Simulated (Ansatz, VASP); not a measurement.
## TiC in VASP and in Ansatz

Contents of INCAR:

```
ALGO = Normal ; EDIFF = 1E-6
ENCUT = 600 ; GGA = PE
GGA_COMPAT = False ; ISIF = 2
ISMEAR = 0 ; LASPH = True
LCHARG = False ; LREAL = False
LWAVE = False ; NBANDS = 15
NELM = 120 ; PREC = Accurate
SIGMA = 0.05
```

The input KPOINTS:

```
k-points
0
Gamma
  6 6 6
```

The input POSCAR:

```
TiC
1.0
    2.6794825993      0.0000000000      0.0000000000
    0.0000000000      2.6794825993      0.0000000000
    0.0000000000      0.0000000000      2.6794825993
Ti C
1 1
Direct
    0.0000000000      0.0000000000      0.0000000000
    0.5000000000      0.5000000000      0.5000000000
```

Input for Ansatz:

```yaml
crystal:
  lattice:
    - [2.6794825993, 0.0, 0.0]
    - [0.0, 2.6794825993, 0.0]
    - [0.0, 0.0, 2.6794825993]
  atoms:
    - { symbol: Ti, position: [0.0, 0.0, 0.0] }
    - { symbol: C, position: [0.5, 0.5, 0.5] }
basis:
  ecutwfc: 420
kpoints:
  mp_grid: { grid: [6, 6, 6] }
hamiltonian:
  xc: pbe
scf:
  occupations: { method: gaussian, width: 0.05 }
output:
  forces: true
  stress: true
  eigenvalues: true
```

Alike in both runs: task single point; functional PBE; k mesh 6 × 6 × 6; occupations gaussian, width 0.05 eV; no spin polarisation.

```csv
,VASP,Ansatz
version,VASP 6.6.1,Ansatz 0.2.0
potentials or method,"VASP PAW PBE potentials, release 64 (Ti_sv, C), cutoff 600 eV","scalar-relativistic, plane waves, PAW"
valence electrons in the cell,16,16
```

```csv
,VASP,Ansatz,Ansatz less VASP
gap on the k mesh at the Fermi level (eV),none,none,-
pressure (GPa),7.1,7.1,-0.04
```

A gap of «none» marks a metal or a gap that the smearing closes.

The k mesh is coarse, so the values compare programs but aren't converged.
